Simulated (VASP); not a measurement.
A run of VASP 6.6.1 is set up as follows.

The input INCAR:

```
SYSTEM = K
PREC = Accurate
ENCUT = 520
EDIFF = 1E-6
ISMEAR = 0
SIGMA = 0.1
LREAL = .FALSE.
LASPH = .TRUE.
NELM = 80
ALGO = Fast
ISIF = 2
LWAVE = .FALSE.
LCHARG = .FALSE.
NBANDS = 10
```

Contents of KPOINTS:

```
Automatic mesh
0
G
  16 16 16
  0 0 0
```

The input POSCAR:

```
K
1.0
   -2.5242060231      2.5242060231      2.5242060231
    2.5242060231     -2.5242060231      2.5242060231
    2.5242060231      2.5242060231     -2.5242060231
K
1
Direct
    0.0000000000      0.0000000000      0.0000000000
```

Potentials or basis: VASP PAW LDA potentials, release 64 (K_sv).

Run with:

```sh
$ cat potpaw_LDA.64/K_sv/POTCAR > POTCAR
$ mpirun -np 1 vasp_std > vasp.out
```

Estimate the band gap on the k mesh.

zero (an odd number of electrons rules out a gap without spin polarisation).

What does it give for the pressure?

0.0 GPa.
